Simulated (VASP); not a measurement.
**CdF2: single point with r2SCAN**

CdF2:

```
Cd F
1.0
     0.00000    2.65813    2.65813
     2.65813    0.00000    2.65813
     2.65813    2.65813    0.00000
Cd F
1 2
Direct
  0.00000 0.00000 0.00000
  0.25000 0.25000 0.25000
  0.75000 0.75000 0.75000
```

| Quantity | Value |
| --- | --- |
| Program | VASP 6.6.1 |
| Task | single point |
| Functional | r2SCAN |
| Potentials or basis | VASP PAW PBE potentials, release 64 (Cd, F) |
| Cutoff | 660 eV |
| k mesh | 4 × 4 × 4 |
| Occupations | gaussian, width 0.01 eV |
| Spin | no spin polarisation |

| Item | Value |
| --- | --- |
| Pressure | 6.0 GPa |
| Band gap on the k mesh | 3.90 eV (least direct gap 4.34 eV) |

Levels at points of the mesh, in eV from the valence-band top:
| k point | band 9 | band 10 | band 11 | band 12 | band 13 | band 14 | band 15 | band 16 | band 17 | band 18 |
| --- | --- | --- | --- | --- | --- | --- | --- | --- | --- | --- |
| (0.00, 0.00, 0.00) | -1.10 | -1.10 | -0.44 | -0.44 | -0.44 | 3.90 | 13.81 | 13.81 | 13.81 | 18.31 |
| (0.50, 0.00, 0.00) | -2.47 | -2.01 | -2.01 | -0.37 | -0.37 | 8.31 | 9.83 | 15.98 | 15.98 | 19.26 |
| (0.50, 0.50, 0.00) | -3.20 | -3.08 | -0.60 | -0.10 | -0.10 | 9.23 | 10.79 | 12.28 | 15.69 | 15.69 |

Wall time 29 s on 1 thread of Intel(R) Xeon(R) Platinum 8259CL CPU @ 2.50GHz (Skylake/Cascade Lake) (shared host), peak memory 0.19 GiB.

Caveat: the k points lie up to 0.51 Å⁻¹ apart; the PAW data sets were made with another functional, which shifts forces and pressure a little. A k mesh can miss the band edges.
